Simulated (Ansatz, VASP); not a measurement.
## BeTe: VASP beside Ansatz

```
CELL_PARAMETERS angstrom
0.00000 2.83176 2.83176
2.83176 0.00000 2.83176
2.83176 2.83176 0.00000
ATOMIC_POSITIONS crystal
Be 0.00000 0.00000 0.00000
Te 0.25000 0.25000 0.25000
```

Alike in both runs: functional PBE; k mesh 8 × 8 × 8; occupations gaussian, width 0.02 eV; no spin polarisation.

Ansatz relaxed the structure, and its values are those at the end. VASP's run is a single point on that final structure, the one shown.

|  | VASP | Ansatz |
| --- | --- | --- |
| version | VASP 6.6.1 | Ansatz 0.2.0 |
| potentials or method | VASP PAW PBE potentials, release 64 (Be, Te), cutoff 520 eV | scalar-relativistic, plane waves, PAW |
| valence electrons in the cell | 8 | 18 |

VASP gave:

| Item | Value |
| --- | --- |
| gap on the k mesh at the Fermi level (eV) | 2.01 |
| least direct gap on the mesh (eV) | 3.62 |
| pressure (GPa) | 0.1 |

Question: What did Ansatz give for the same quantities?

Answer: gap on the k mesh at the Fermi level (eV): 2.03; least direct gap on the mesh (eV): 3.64; pressure (GPa): 0.0.

VASP's potentials hold 8 valence electrons a cell and Ansatz's 18, so a difference there can come from the potentials and not from the codes.

Neither program's run includes spin-orbit coupling.
